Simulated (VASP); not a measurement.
# FeO (Wuestite) (Fm-3m) in VASP: a series of runs

Aim: see how the results for FeO (Wuestite) move with the level of theory and the settings. Levels: PBEsol, PBE. Tasks: single point.

Program: VASP 6.6.1. These are calculated values, not measurements. Logs are shortened: lines on timing, memory, paths and dates and some standing lists are left out, and cuts for length are marked.

**The experiment to reproduce.**

From “W\"ustite: Electric, thermodynamic and optical properties of FeO”, 2012, arxiv:1203.1201, for a bulk crystal of FeO: band gap 2.4 eV (optical).

How close the calculation comes is told below.

### Step 1. The cell of the first run

The structure is cubic, space group Fm-3m (No. 225). The conventional cell has a = 4.395 Å, b = 4.395 Å, c = 4.395 Å, α = 90.00°, β = 90.00°, γ = 90.00°. Fe (site symmetry m-3m) has 6 O at 2.20 Å within 2.9 Å. O (site symmetry m-3m) has 6 Fe at 2.20 Å within 2.9 Å.

### Step 2. Single point, PBEsol, collinear spin, ferromagnetic start (volume scaled by 1.06)

Input file INCAR:

```
ALGO = Normal
EDIFF = 1E-6
ENCUT = 520
GGA = PS
ISIF = 2
ISMEAR = -1
ISPIN = 2
LASPH = True
LCHARG = True
LELF = True
LMAXMIX = 4
LORBIT = 11
LREAL = False
LVHAR = True
LWAVE = False
MAGMOM = 3 0
NBANDS = 18
NELM = 150
PREC = Accurate
SIGMA = 0.05
```

Input file KPOINTS:

```
k-points
0
Gamma
  11 11 11
```

Input file POSCAR:

```
FeO
1.0
    0.0000000000      2.1976734774      2.1976734774
    2.1976734774      0.0000000000      2.1976734774
    2.1976734774      2.1976734774      0.0000000000
Fe O
1 1
Direct
    0.0000000000      0.0000000000      0.0000000000
    0.5000000000      0.5000000000      0.5000000000
```

Potentials or basis: VASP PAW PBE potentials, release 64 (Fe, O).

The run is started by

```
$ cat potpaw_PBE.64/Fe/POTCAR potpaw_PBE.64/O/POTCAR > POTCAR
$ mpirun -np 1 vasp_std > vasp.out
```

OUTCAR:

```text
EDIFF = 1E-6
   ENCUT = 520
   GGA = PS
   ISIF = 2
   ISMEAR = -1
   ISPIN = 2
   LASPH = True
   LORBIT = 11
   LREAL = False
   NELM = 150
   PREC = Accurate

 ion  position               nearest neighbor table
   1  0.000  0.000  0.000-   2 2.20   2 2.20   2 2.20   2 2.20   2 2.20   2 2.20
   2  0.500  0.500  0.500-   1 2.20   1 2.20   1 2.20   1 2.20   1 2.20   1 2.20

  LATTYP: Found a face centered cubic cell.
 ALAT       =     4.3953469548

  Lattice vectors:

 A1 = (   0.0000000000,   2.1976734774,   2.1976734774)
 A2 = (   2.1976734774,   0.0000000000,   2.1976734774)
 A3 = (   2.1976734774,   2.1976734774,   0.0000000000)

Analysis of symmetry for initial positions (statically):
=====================================================================
 Subroutine PRICEL returns:
 Original cell was already a primitive cell.

 Routine SETGRP: Setting up the symmetry group for a
 face centered cubic supercell.

 Subroutine GETGRP returns: Found 48 space group operations
 (whereof 48 operations were pure point group operations)
 out of a pool of 48 trial point group operations.

The static configuration has the point symmetry O_h .

Analysis of symmetry for dynamics (positions and initial velocities):
=====================================================================
 Subroutine PRICEL returns:
 Original cell was already a primitive cell.

 Routine SETGRP: Setting up the symmetry group for a
 face centered cubic supercell.

 Subroutine GETGRP returns: Found 48 space group operations
 (whereof 48 operations were pure point group operations)
 out of a pool of 48 trial point group operations.

The dynamic configuration has the point symmetry O_h .

Analysis of structural, dynamic, and magnetic symmetry:
=====================================================================
 Subroutine PRICEL returns:
 Original cell was already a primitive cell.

 Routine SETGRP: Setting up the symmetry group for a
 face centered cubic supercell.

 Subroutine GETGRP returns: Found 48 space group operations
 (whereof 48 operations were pure point group operations)
 out of a pool of 48 trial point group operations.

The overall configuration has the point symmetry O_h .

 Subroutine INISYM returns: Found 48 space group operations
 (whereof 48 operations are pure point group operations),
 and found     1 'primitive' translations

----------------------------------------------------------------------------------------

                                     Primitive cell

  volume of cell :      21.2285

  direct lattice vectors                    reciprocal lattice vectors
     0.000000000  2.197673477  2.197673477    -0.227513325  0.227513325  0.227513325
     2.197673477  0.000000000  2.197673477     0.227513325 -0.227513325  0.227513325
     2.197673477  2.197673477  0.000000000     0.227513325  0.227513325 -0.227513325

  length of vectors
     3.107979637  3.107979637  3.107979637     0.394064638  0.394064638  0.394064638

  position of ions in fractional coordinates (direct lattice)
     0.000000000  0.000000000  0.000000000
     0.500000000  0.500000000  0.500000000

  ion indices of the primitive-cell ions
   primitive index   ion index
                 1           1
                 2           2

----------------------------------------------------------------------------------------

 KPOINTS: k-points

Automatic generation of k-mesh.
 Grid dimensions read from file:
 generate k-points for:   11   11   11

 Generating k-lattice:

  Cartesian coordinates                     Fractional coordinates (reciprocal lattice)
    -0.020683030  0.020683030  0.020683030     0.090909091  0.000000000  0.000000000
     0.020683030 -0.020683030  0.020683030     0.000000000  0.090909091  0.000000000
     0.020683030  0.020683030 -0.020683030     0.000000000  0.000000000  0.090909091

  Length of vectors
     0.035824058  0.035824058  0.035824058

  Shift w.r.t. Gamma in fractional coordinates (k-lattice)
     0.000000000  0.000000000  0.000000000

 Subroutine IBZKPT returns following result:
 ===========================================

 Found     56 irreducible k-points:

 Following reciprocal coordinates:
            Coordinates               Weight
  0.000000  0.000000  0.000000      1.000000
  0.090909  0.000000  0.000000      8.000000
  0.181818  0.000000  0.000000      8.000000
  0.272727  0.000000  0.000000      8.000000
  0.363636  0.000000  0.000000      8.000000
  0.454545  0.000000  0.000000      8.000000
[... 16 lines left out ...]
 -0.272727  0.181818  0.000000     24.000000
 -0.181818  0.181818  0.000000     12.000000
 [... further k-points ...]
   k-points           NKPTS =     56   k-points in BZ     NKDIM =     56   number of bands    NBANDS=     18
   number of dos      NEDOS =    301   number of ions     NIONS =      2
   total plane-waves  NPLWV =  13824
   dimension x,y,z NGX =    24 NGY =   24 NGZ =   24
   dimension x,y,z NGXF=    48 NGYF=   48 NGZF=   48
   ions per type =               1   1
   NGX,Y,Z   is equivalent  to a cutoff of  12.84, 12.84, 12.84 a.u.
   NGXF,Y,Z  is equivalent  to a cutoff of  25.68, 25.68, 25.68 a.u.
 SYSTEM =  unknown system
   PREC   = accura    normal or accurate (medium, high low for compatibility)
   ISTART =      0    job   : 0-new  1-cont  2-samecut
   ICHARG =      2    charge: 1-file 2-atom 10-const
   ISPIN  =      2    spin polarized calculation?
   LNONCOLLINEAR =      F non collinear calculations
   LSORBIT =      F    spin-orbit coupling
   LASPH  =      T    aspherical Exc in radial PAW
   ENCUT  =  520.0 eV  38.22 Ry    6.18 a.u.   5.78  5.78  5.78*2*pi/ulx,y,z
   NELM   =    150;   NELMIN=  2; NELMDL= -5     # of ELM steps
   EDIFF  = 0.1E-05   stopping-criterion for ELM
   LREAL  =      F    real-space projection
   EDIFFG = 0.1E-04   stopping-criterion for IOM
   NSW    =      0    number of steps for IOM
   IBRION =     -1    ionic relax: 0-MD 1-quasi-New 2-CG
   NFREE  =      0    steps in history (QN), initial steepest desc. (CG)
   ISIF   =      2    stress and relaxation
   ISYM   =      2    0-nonsym 1-usesym 2-fastsym
   POTIM  = 0.5000    time-step for ionic-motion
   TEBEG  =    0.0;   TEEND  =   0.0 temperature during run
   PSTRESS=    0.0 pullay stress
   NELECT =      14.0000    total number of electrons
   NUPDOWN=      -1.0000    fix difference up-down
   EMIN   =  10.00;   EMAX   =-10.00  energy-range for DOS
   EFERMI =   0.00;   METHOD = LEGACY
   ISMEAR =    -1;   SIGMA  =   0.05  broadening in eV -4-tet -1-fermi 0-gaus
   EFERMI_NEDOS =   21; number of points for ismear=-14 and -15
   IALGO  =     38    algorithm
   IMIX   =      4    mixing-type and parameters
     AMIX     =   0.40;   BMIX     =  1.00
     AMIX_MAG =   1.60;   BMIX_MAG =  1.00
  volume/ion in A,a.u.               =      10.61        71.63
  Fermi-wavevector in a.u.,A,eV,Ry     =   1.424987  2.692836 27.627840  2.030589
  Thomas-Fermi vector in A             =   2.545420
   LORBIT       =     11    0 simple, 1 ext, 2 COOP (PROOUT), +10 PAW based schemes
   GGA     = PS    functional components
   LHFCALC =     F    Hartree Fock is set to
   AEXX    =    0.0000 exact exchange contribution
   IVDW    =     0    specifies the selected vdW correction
   LEPSILON=     F    determine dielectric tensor
   LRPA    =     F    only Hartree local field effects (RPA)
 spin polarized calculation
  energy-cutoff  :      520.00
  volume of cell :       21.23
 maximum number of plane-waves:       584
   NGX = 11   NGY = 11   NGZ = 11

 number of electron      14.0000002 magnetization       4.0012637

 Free energy of the ion-electron system (eV)
  ---------------------------------------------------
  ext. energy  EPLUGINS =         0.00000000
  ---------------------------------------------------
  free energy    TOTEN  =       -15.74908219 eV

  energy without entropy =      -15.73621925  energy(sigma->0) =      -15.74265072

 E-fermi :   5.4540     XC(G=0): -12.0924

 val. band max:        5.4507479845   @ k =  -0.2727   0.1818   0.0000
 cond. band min:       5.4545082829   @ k =  -0.3636   0.2727   0.0909
 fundamental gap:      0.0037602985
 Fermi energy:         5.4539771063

 spin component 1

 k-point     1 :       0.0000    0.0000    0.0000
  band No.  band energies     occupation
      1     -14.7736      1.00000
      2       1.6324      1.00000
      3       1.6324      1.00000
      4       1.6324      1.00000
      5       1.7990      1.00000
      6       1.7990      1.00000
[... 10 lines left out ...]
     17      24.9154      0.00000
     18      28.2930      0.00000

 k-point     2 :       0.0909    0.0000    0.0000
  band No.  band energies     occupation
      1     -14.6995      1.00000
      2       0.8979      1.00000
      3       1.0056      1.00000
      4       1.0056      1.00000
      5       1.7051      1.00000
      6       1.7051      1.00000
[... 10 lines left out ...]
     17      26.0049      0.00000
     18      29.4465      0.00000

 k-point     3 :       0.1818    0.0000    0.0000
  band No.  band energies     occupation
      1     -14.4933      1.00000
      2      -0.2869      1.00000
      3       0.3051      1.00000
      4       0.3051      1.00000
      5       1.8499      1.00000
      6       1.8499      1.00000
[... 10 lines left out ...]
     17      28.3711      0.00000
     18      31.4131      0.00000

 k-point     4 :       0.2727    0.0000    0.0000
  band No.  band energies     occupation
      1     -14.2055      1.00000
      2      -1.4425      1.00000
      3      -0.2611      1.00000
      4      -0.2611      1.00000
      5       2.0465      1.00000
      6       2.0465      1.00000
[... 375 lines left out ...]
      4      -0.7910      1.00000
      5       2.2804      1.00000
      6       2.2808      1.00000
[... 10 lines left out ...]
     17      31.2703      0.00000
     18      32.1444      0.00000

 k-point    23 :      -0.2727    0.1818    0.0000
  band No.  band energies     occupation
      1     -13.9004      1.00000
      2      -2.0378      1.00000
      3      -0.7086      1.00000
      4      -0.4506      1.00000
      5       2.1110      1.00000
      6       2.2674      1.00000
[... 10 lines left out ...]
     17      30.9659      0.00000
     18      32.5424      0.00000

 k-point    24 :      -0.1818    0.1818    0.0000
  band No.  band energies     occupation
      1     -14.1345      1.00000
      2      -1.5204      1.00000
      3      -0.4736      1.00000
      4      -0.0008      1.00000
      5       1.9509      1.00000
      6       2.1920      1.00000
[... 10 lines left out ...]
     17      30.8482      0.00000
     18      32.6270      0.00000

 [... further k-points ...]

 spin component 2

 k-point     1 :       0.0000    0.0000    0.0000
  band No.  band energies     occupation
      1     -14.2363      1.00000
      2       2.3827      1.00000
      3       2.3827      1.00000
      4       2.3827      1.00000
      5       4.7879      1.00000
      6       4.7881      1.00000
[... 10 lines left out ...]
     17      26.4285      0.00000
     18      29.3756      0.00000

 k-point     2 :       0.0909    0.0000    0.0000
  band No.  band energies     occupation
      1     -14.1615      1.00000
      2       1.7466      1.00000
      3       2.1581      1.00000
      4       2.1581      1.00000
      5       4.8819      0.99999
      6       4.8820      0.99999
[... 10 lines left out ...]
     17      27.3118      0.00000
     18      30.6357      0.00000

 k-point     3 :       0.1818    0.0000    0.0000
  band No.  band energies     occupation
      1     -13.9533      1.00000
      2       0.5423      1.00000
      3       1.6785      1.00000
      4       1.6785      1.00000
      5       5.0556      0.99965
      6       5.1007      0.99915
[... 10 lines left out ...]
     17      29.3310      0.00000
     18      32.6300      0.00000

 k-point     4 :       0.2727    0.0000    0.0000
  band No.  band energies     occupation
      1     -13.6624      1.00000
      2      -0.6425      1.00000
      3       1.1932      1.00000
      4       1.1932      1.00000
      5       5.3224      0.93293
      6       5.3766      0.82450
[... 375 lines left out ...]
      4       0.6603      1.00000
      5       5.6828      0.01018
      6       5.6886      0.00909
[... 10 lines left out ...]
     17      31.8611      0.00000
     18      32.8210      0.00000

 k-point    23 :      -0.2727    0.1818    0.0000
  band No.  band energies     occupation
      1     -13.3484      1.00000
      2      -1.1969      1.00000
      3       0.5856      1.00000
      4       0.7807      1.00000
      5       5.4507      0.51614
      6       5.5820      0.07179
[... 10 lines left out ...]
     17      31.5903      0.00000
     18      33.3472      0.00000

 k-point    24 :      -0.1818    0.1818    0.0000
  band No.  band energies     occupation
      1     -13.5880      1.00000
      2      -0.6422      1.00000
      3       1.0308      1.00000
      4       1.0519      1.00000
      5       5.2287      0.98908
      6       5.4204      0.66174
[... 10 lines left out ...]
     17      31.6466      0.00000
     18      33.3867      0.00000

 [... further k-points ...]
[... 5 lines left out ...]
  --------------------------------------------------------------------------------------
  -------------------------------------------------------------------------------------
  Total       -2.2632691     -2.2632691     -2.2632691      0.0000000      0.0000000      0.0000000
  in kB     -170.8154993   -170.8154993   -170.8154993      0.0000000      0.0000000      0.0000000
  external PRESSURE =    -170.8154993 kB  Pullay stress =       0.0000000 kB

 VOLUME and BASIS-vectors are now :
 -----------------------------------------------------------------------------
  energy-cutoff  :      520.00
  volume of cell :       21.23
      direct lattice vectors                 reciprocal lattice vectors
     0.000000000  2.197673477  2.197673477    -0.227513325  0.227513325  0.227513325
     2.197673477  0.000000000  2.197673477     0.227513325 -0.227513325  0.227513325
     2.197673477  2.197673477  0.000000000     0.227513325  0.227513325 -0.227513325

 POSITION                                       TOTAL-FORCE (eV/Angst)
 -----------------------------------------------------------------------------------
      0.00000      0.00000      0.00000        -0.000000     -0.000000      0.000000
      2.19767      2.19767      2.19767         0.000000      0.000000     -0.000000
 -----------------------------------------------------------------------------------
    total drift:                                0.000000     -0.000000      0.000000

  FREE ENERGIE OF THE ION-ELECTRON SYSTEM (eV)
  ---------------------------------------------------
  free  energy   TOTEN  =       -15.7490821889 eV

  energy  without entropy=      -15.7362192480  energy(sigma->0) =      -15.74265072

 total charge

# of ion       s       p       d       tot
------------------------------------------
    1        0.277   0.326   6.047   6.650
    2        1.552   3.384   0.000   4.936
--------------------------------------------------
tot          1.828   3.711   6.047  11.586

 magnetization (x)

# of ion       s       p       d       tot
------------------------------------------
    1        0.026   0.020   3.574   3.620
    2        0.028   0.264   0.000   0.292
--------------------------------------------------
tot          0.054   0.283   3.574   3.911
```

Wall time 66 s (1 thread of Intel Xeon 8259CL, shared host); peak memory 0.17 GiB.

Results:

```
Free energy                                           : -15.7491 eV
Pressure                                              : -17.1 GPa
Band gap on the k mesh                                : zero (filled and empty bands overlap)
Net moment                                            : 4.00 μB per cell
Site moments                                          : Fe +3.62; O +0.29 μB
Valence electrons inside the program's atomic spheres : Fe 6.65; O 4.94
```

Caveat: the PAW data sets were made with another functional, which shifts forces and pressure a little; a cell with one magnetic atom can't hold antiferromagnetic order, which such compounds often take; semilocal functionals often make such compounds metallic where correlation or magnetic order opens a gap, which also shifts bond lengths.

[end of part 1 of 2]
